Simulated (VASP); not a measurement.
Input of a VASP 6.6.1 run:

The input INCAR:

```
  PREC = Accurate
  ENCUT = 520
  EDIFF = 1E-6
  ISMEAR = 0
  SIGMA = 0.1
  LREAL = F
  LASPH = T
  NELM = 60
  ALGO = Fast
  ISIF = 2
  LWAVE = F
  LCHARG = T
  GGA = PS
  LELF = T
  LVHAR = T
  NBANDS = 30
```

Contents of KPOINTS:

```
regular mesh
0
Gamma
  10 10 10
```

Contents of POSCAR:

```
BiPt3
1.0
    4.1134406622      0.0000000000      0.0000000000
    0.0000000000      4.1134406622      0.0000000000
    0.0000000000      0.0000000000      4.1134406622
Bi Pt
1 3
Direct
    0.0000000000      0.0000000000      0.0000000000
    0.0000000000      0.5000000000      0.5000000000
    0.5000000000      0.0000000000      0.5000000000
    0.5000000000      0.5000000000      0.0000000000
```

Potentials or basis: VASP PAW PBE potentials, release 64 (Bi_d, Pt).

Launch:

```sh
$ cat potpaw_PBE.64/Bi_d/POTCAR potpaw_PBE.64/Pt/POTCAR > POTCAR
$ mpirun -np 1 vasp_std > vasp.out
```

(1) Estimate the pressure.

Answers

(1) 0.1 GPa.

Caveat: the cell differs from its parent crystal (strained); the PAW data sets were made with another functional, which shifts forces and pressure a little.
